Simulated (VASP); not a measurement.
Here is a VASP 6.6.1 calculation.

Contents of INCAR:

```
PREC = Accurate
ENCUT = 520
EDIFF = 1E-7
ISMEAR = 0
SIGMA = 0.1
LREAL = F
LASPH = T
NELM = 60
ALGO = Fast
ISIF = 2
LWAVE = F
LCHARG = F
GGA = PE
NBANDS = 26
```

The input KPOINTS:

```
regular mesh
0
Gamma
  9 9 4
```

Contents of POSCAR:

```
Cs
1.0
    5.5065759840      0.0000000000      0.0000000000
   -2.7532879920      4.7688346900      0.0000000000
    0.0000000000      0.0000000000     18.6019588062
Cs
4
Direct
    0.0000000000      0.0000000000      0.0000000000
    0.3333333300      0.6666666700      0.2500000000
    0.0000000000      0.0000000000      0.5000000000
    0.6666666700      0.3333333300      0.7500000000
```

Potentials or basis: VASP PAW PBE potentials, release 64 (Cs_sv).

Command:

```bash
$ cat potpaw_PBE.64/Cs_sv/POTCAR > POTCAR
$ mpirun -np 1 vasp_std > vasp.out
```

Task: What does it give for the pressure?

Result: -0.1 GPa.

Task: Estimate the band gap on the k mesh.

Result: Zero (band 18 reaches 1.00 eV, above the bottom of band 19 at -0.76 eV).

Caveat: the cell differs from its parent crystal (strained); spin-orbit coupling is left out, which moves the levels of the heavy elements.
